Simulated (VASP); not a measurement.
# ZnO (P6_3mc) in VASP: single point with PBE

Aim: the single point of ZnO with PBE.

Everything below comes from runs of VASP 6.6.1. Logs are shortened: lines on timing, memory, paths and dates and some standing lists are left out, and cuts for length are marked.

## Step 1: The cell of the first run

Symmetry: P6_3mc, No. 186, hexagonal system. The conventional cell has a = 3.237 Å, b = 3.237 Å, c = 5.222 Å, α = 90.00°, β = 90.00°, γ = 120.00°. Within 2.6 Å of Zn (site symmetry 3m) lie 4 O at 1.97 to 1.98 Å. Within 2.6 Å of O (site symmetry 3m) lie 4 Zn at 1.97 to 1.98 Å.

## Step 2: Single point, PBE

Contents of INCAR:

```
SYSTEM = ZnO
  ALGO = Normal
  EDIFF = 1E-6
  ENCUT = 1340
  GGA = PE
  GGA_COMPAT = .False.
  ISIF = 2
  ISMEAR = 0
  LASPH = .True.
  LCHARG = .False.
  LREAL = .False.
  LWAVE = .False.
  NBANDS = 26
  NELM = 120
  PREC = Accurate
  SIGMA = 0.1
```

Contents of KPOINTS:

```
k-points
0
Gamma
  6 6 4
  0 0 0
```

Contents of POSCAR:

```
ZnO
1.0
    3.2373510200      0.0000000000      0.0000000000
   -1.6186755100      2.8036282300      0.0000000000
    0.0000000000      0.0000000000      5.2220613000
Zn O
2 2
Direct
    0.6666666700      0.3333333300      0.5005917000
    0.3333333300      0.6666666700      0.0005917000
    0.6666666700      0.3333333300      0.8797183000
    0.3333333300      0.6666666700      0.3797183000
```

Potentials or basis: VASP PAW PBE potentials, release 64 (Zn, O_h).

The run is started by

```bash
$ cat potpaw_PBE.64/Zn/POTCAR potpaw_PBE.64/O_h/POTCAR > POTCAR
$ mpirun -np 1 vasp_std > vasp.out
```

OUTCAR:

```text
SYSTEM = ZnO
   EDIFF = 1E-6
   ENCUT = 1340
   GGA = PE
   ISIF = 2
   ISMEAR = 0
   LASPH = .True.
   LREAL = .False.
   NELM = 120
   PREC = Accurate

 ion  position               nearest neighbor table
   1  0.667  0.333  0.501-   4 1.97   4 1.97   4 1.97   3 1.98
   2  0.333  0.667  0.001-   3 1.97   3 1.97   3 1.97   4 1.98
   3  0.667  0.333  0.880-   2 1.97   2 1.97   2 1.97   1 1.98
   4  0.333  0.667  0.380-   1 1.97   1 1.97   1 1.97   2 1.98

  LATTYP: Found a hexagonal cell.
 ALAT       =     3.2373510200
 C/A-ratio  =     1.6130661358

  Lattice vectors:

 A1 = (   3.2373510200,   0.0000000000,   0.0000000000)
 A2 = (  -1.6186755100,   2.8036282300,   0.0000000000)
 A3 = (   0.0000000000,   0.0000000000,   5.2220613000)

Analysis of symmetry for initial positions (statically):
=====================================================================
 Subroutine PRICEL returns:
 Original cell was already a primitive cell.

 Routine SETGRP: Setting up the symmetry group for a
 hexagonal supercell.

 Subroutine GETGRP returns: Found 12 space group operations
 (whereof  6 operations were pure point group operations)
 out of a pool of 24 trial point group operations.

The static configuration has the point symmetry C_3v.
 The point group associated with its full space group is C_6v.

Analysis of symmetry for dynamics (positions and initial velocities):
=====================================================================
 Subroutine PRICEL returns:
 Original cell was already a primitive cell.

 Routine SETGRP: Setting up the symmetry group for a
 hexagonal supercell.

 Subroutine GETGRP returns: Found 12 space group operations
 (whereof  6 operations were pure point group operations)
 out of a pool of 24 trial point group operations.

The dynamic configuration has the point symmetry C_3v.
 The point group associated with its full space group is C_6v.

 Subroutine INISYM returns: Found 12 space group operations
 (whereof  6 operations are pure point group operations),
 and found     1 'primitive' translations

----------------------------------------------------------------------------------------

                                     Primitive cell

  volume of cell :      47.3971

  direct lattice vectors                    reciprocal lattice vectors
     3.237351020  0.000000000  0.000000000     0.308894523  0.178340336  0.000000000
    -1.618675510  2.803628230  0.000000000     0.000000000  0.356680672  0.000000000
     0.000000000  0.000000000  5.222061300     0.000000000  0.000000000  0.191495263

  length of vectors
     3.237351020  3.237351025  5.222061300     0.356680672  0.356680672  0.191495263

  position of ions in fractional coordinates (direct lattice)
     0.666666670  0.333333330  0.500591700
     0.333333330  0.666666670  0.000591700
     0.666666670  0.333333330  0.879718300
     0.333333330  0.666666670  0.379718300

  ion indices of the primitive-cell ions
   primitive index   ion index
                 1           1
                 2           2
                 3           3
                 4           4

----------------------------------------------------------------------------------------

 KPOINTS: k-points

Automatic generation of k-mesh.
 Grid dimensions read from file:
 generate k-points for:    6    6    4

 Generating k-lattice:

  Cartesian coordinates                     Fractional coordinates (reciprocal lattice)
     0.051482421  0.029723389  0.000000000     0.166666667 -0.000000000  0.000000000
     0.000000000  0.059446779  0.000000000     0.000000000  0.166666667  0.000000000
     0.000000000  0.000000000  0.047873816     0.000000000  0.000000000  0.250000000

  Length of vectors
     0.059446779  0.059446779  0.047873816

  Shift w.r.t. Gamma in fractional coordinates (k-lattice)
     0.000000000  0.000000000  0.000000000

 Subroutine IBZKPT returns following result:
 ===========================================

 Found     21 irreducible k-points:

 Following reciprocal coordinates:
            Coordinates               Weight
  0.000000  0.000000  0.000000      1.000000
  0.166667  0.000000  0.000000      6.000000
  0.333333  0.000000  0.000000      6.000000
  0.500000  0.000000  0.000000      3.000000
  0.166667  0.166667  0.000000      6.000000
  0.333333  0.166667  0.000000     12.000000
[... 13 lines left out ...]
  0.333333  0.166667  0.500000     12.000000
  0.333333  0.333333  0.500000      2.000000
   k-points           NKPTS =     21   k-points in BZ     NKDIM =     21   number of bands    NBANDS=     26
   number of dos      NEDOS =    301   number of ions     NIONS =      4
   total plane-waves  NPLWV = 102400
   dimension x,y,z NGX =    40 NGY =   40 NGZ =   64
   dimension x,y,z NGXF=    80 NGYF=   80 NGZF=  128
   ions per type =               2   2
   NGX,Y,Z   is equivalent  to a cutoff of  20.54, 20.54, 20.37 a.u.
   NGXF,Y,Z  is equivalent  to a cutoff of  41.08, 41.08, 40.75 a.u.
 SYSTEM =  ZnO
   PREC   = accura    normal or accurate (medium, high low for compatibility)
   ISTART =      0    job   : 0-new  1-cont  2-samecut
   ICHARG =      2    charge: 1-file 2-atom 10-const
   ISPIN  =      1    spin polarized calculation?
   LNONCOLLINEAR =      F non collinear calculations
   LSORBIT =      F    spin-orbit coupling
   LASPH  =      T    aspherical Exc in radial PAW
   ENCUT  = 1340.0 eV  98.49 Ry    9.92 a.u.   9.66  9.66 15.59*2*pi/ulx,y,z
   NELM   =    120;   NELMIN=  2; NELMDL= -5     # of ELM steps
   EDIFF  = 0.1E-05   stopping-criterion for ELM
   LREAL  =      F    real-space projection
   EDIFFG = 0.1E-04   stopping-criterion for IOM
   NSW    =      0    number of steps for IOM
   IBRION =     -1    ionic relax: 0-MD 1-quasi-New 2-CG
   NFREE  =      0    steps in history (QN), initial steepest desc. (CG)
   ISIF   =      2    stress and relaxation
   ISYM   =      2    0-nonsym 1-usesym 2-fastsym
   POTIM  = 0.5000    time-step for ionic-motion
   TEBEG  =    0.0;   TEEND  =   0.0 temperature during run
   PSTRESS=    0.0 pullay stress
   NELECT =      36.0000    total number of electrons
   NUPDOWN=      -1.0000    fix difference up-down
   EMIN   =  10.00;   EMAX   =-10.00  energy-range for DOS
   EFERMI =   0.00;   METHOD = LEGACY
   ISMEAR =     0;   SIGMA  =   0.10  broadening in eV -4-tet -1-fermi 0-gaus
   EFERMI_NEDOS =   21; number of points for ismear=-14 and -15
   IALGO  =     38    algorithm
   IMIX   =      4    mixing-type and parameters
     AMIX     =   0.40;   BMIX     =  1.00
     AMIX_MAG =   1.60;   BMIX_MAG =  1.00
  volume/ion in A,a.u.               =      11.85        79.96
  Fermi-wavevector in a.u.,A,eV,Ry     =   1.493682  2.822650 30.355784  2.231087
  Thomas-Fermi vector in A             =   2.606052
   LORBIT       =      0    0 simple, 1 ext, 2 COOP (PROOUT), +10 PAW based schemes
   GGA     = PE    functional components
   LHFCALC =     F    Hartree Fock is set to
   AEXX    =    0.0000 exact exchange contribution
   IVDW    =     0    specifies the selected vdW correction
   LEPSILON=     F    determine dielectric tensor
   LRPA    =     F    only Hartree local field effects (RPA)
 non-spin polarized calculation
 Gauss-broadening in eV      SIGMA  =   0.10
  energy-cutoff  :     1340.00
  volume of cell :       47.40
 maximum number of plane-waves:      5336
 NGX is ok and might be reduce to    40
   NGX = 19   NGY = 19   NGZ = 31

 number of electron      36.0000001 magnetization

 Free energy of the ion-electron system (eV)
  ---------------------------------------------------
  ext. energy  EPLUGINS =         0.00000000
  ---------------------------------------------------
  free energy    TOTEN  =       -17.82832803 eV

  energy without entropy =      -17.82832803  energy(sigma->0) =      -17.82832803

 E-fermi :   1.9671     XC(G=0): -10.9368

 val. band max:        1.5706288461   @ k =   0.0000   0.0000   0.0000
 cond. band min:       2.3586126164   @ k =   0.0000   0.0000   0.0000
 fundamental gap:      0.7879837703
 Fermi energy:         1.9671432612

 k-point     1 :       0.0000    0.0000    0.0000
  band No.  band energies     occupation
      1     -16.5571      2.00000
      2     -15.8302      2.00000
      3      -4.1493      2.00000
      4      -4.1493      2.00000
      5      -4.1102      2.00000
      6      -4.1046      2.00000
[... 18 lines left out ...]
     25      15.7685      0.00000
     26      15.7685      0.00000

 k-point     2 :       0.1667    0.0000    0.0000
  band No.  band energies     occupation
      1     -16.4091      2.00000
      2     -15.7665      2.00000
      3      -4.3049      2.00000
      4      -4.0672      2.00000
      5      -4.0438      2.00000
      6      -3.9746      2.00000
[... 18 lines left out ...]
     25      15.6548      0.00000
     26      15.9532      0.00000

 k-point     3 :       0.3333    0.0000    0.0000
  band No.  band energies     occupation
      1     -16.0762      2.00000
      2     -15.6596      2.00000
      3      -4.4648      2.00000
      4      -4.1064      2.00000
      5      -3.9346      2.00000
      6      -3.7381      2.00000
[... 18 lines left out ...]
     25      15.0112      0.00000
     26      15.7059      0.00000

 k-point     4 :       0.5000    0.0000    0.0000
  band No.  band energies     occupation
      1     -15.8649      2.00000
      2     -15.6422      2.00000
      3      -4.3869      2.00000
      4      -4.1985      2.00000
      5      -3.8914      2.00000
      6      -3.5121      2.00000
[... 18 lines left out ...]
     25      14.7908      0.00000
     26      15.8592      0.00000
[... 409 lines left out ...]
      1     -15.9228      2.00000
      2     -15.9228      2.00000
      3      -4.4927      2.00000
      4      -4.4927      2.00000
      5      -3.9268      2.00000
      6      -3.9268      2.00000
[... 18 lines left out ...]
     25      15.0601      0.00000
     26      15.0601      0.00000

 k-point    20 :       0.3333    0.1667    0.5000
  band No.  band energies     occupation
      1     -15.7468      2.00000
      2     -15.7468      2.00000
      3      -4.4318      2.00000
      4      -4.4318      2.00000
      5      -3.7989      2.00000
      6      -3.7989      2.00000
[... 18 lines left out ...]
     25      15.8088      0.00000
     26      15.8088      0.00000

 k-point    21 :       0.3333    0.3333    0.5000
  band No.  band energies     occupation
      1     -15.6889      2.00000
      2     -15.6889      2.00000
      3      -4.1789      2.00000
      4      -4.1789      2.00000
      5      -3.9460      2.00000
      6      -3.9460      2.00000
[... 18 lines left out ...]
     25      17.2792      0.00000
     26      17.2792      0.00000

------------------------ aborting loop because EDIFF is reached ----------------------------------------

  FORCE on cell =-STRESS in cart. coord.  units (eV):
  Direction    XX          YY          ZZ          XY          YZ          ZX
  --------------------------------------------------------------------------------------
  -------------------------------------------------------------------------------------
  Total        1.9102267      1.9102267      1.9212090      0.0000000      0.0000000      0.0000000
  in kB       64.5718619     64.5718621     64.9431004      0.0000000      0.0000000      0.0000000
  external PRESSURE =      64.6956081 kB  Pullay stress =       0.0000000 kB

 VOLUME and BASIS-vectors are now :
 -----------------------------------------------------------------------------
  energy-cutoff  :     1340.00
  volume of cell :       47.40
      direct lattice vectors                 reciprocal lattice vectors
     3.237351020  0.000000000  0.000000000     0.308894523  0.178340336  0.000000000
    -1.618675510  2.803628230  0.000000000     0.000000000  0.356680672  0.000000000
     0.000000000  0.000000000  5.222061300     0.000000000  0.000000000  0.191495263

 POSITION                                       TOTAL-FORCE (eV/Angst)
 -----------------------------------------------------------------------------------
      1.61868      0.93454      2.61412        -0.000000      0.000000     -0.001785
     -0.00000      1.86909      0.00309         0.000000      0.000000     -0.001785
      1.61868      0.93454      4.59394         0.000000     -0.000000      0.001785
     -0.00000      1.86909      1.98291        -0.000000      0.000000      0.001785
 -----------------------------------------------------------------------------------
    total drift:                               -0.000026      0.000015      0.000039

  FREE ENERGIE OF THE ION-ELECTRON SYSTEM (eV)
  ---------------------------------------------------
  free  energy   TOTEN  =       -17.8283280316 eV

  energy  without entropy=      -17.8283280314  energy(sigma->0) =      -17.82832803
```

Run time: 2.9 min. Hardware: 1 thread of AMD EPYC 7R43 (Zen 3), shared host; peak memory 0.31 GiB.

What came out:

| Quantity | Value |
| --- | --- |
| Free energy | -17.8283 eV |
| Pressure | 6.5 GPa |
| Band gap on the k mesh | 0.79 eV |

Levels at points of the mesh, in eV from the valence-band top:
| k point | band 14 | band 15 | band 16 | band 17 | band 18 | band 19 | band 20 | band 21 | band 22 | band 23 |
| --- | --- | --- | --- | --- | --- | --- | --- | --- | --- | --- |
| (0.00, 0.00, 0.00) | -0.80 | -0.80 | -0.09 | 0.00 | 0.00 | 0.79 | 5.24 | 8.21 | 12.93 | 12.93 |
| (0.50, 0.00, 0.00) | -3.56 | -2.84 | -2.28 | -1.30 | -0.84 | 5.79 | 6.87 | 7.58 | 8.54 | 10.60 |
| (0.00, 0.00, 0.50) | -2.25 | -0.39 | -0.39 | -0.39 | -0.39 | 3.46 | 3.46 | 10.08 | 10.08 | 13.22 |
| (0.50, 0.00, 0.50) | -3.76 | -1.52 | -1.52 | -1.39 | -1.39 | 5.71 | 5.71 | 8.45 | 8.45 | 11.31 |

Caveat: the cell stands under pressure; semilocal functionals underestimate gaps, and a narrow one can read as zero.
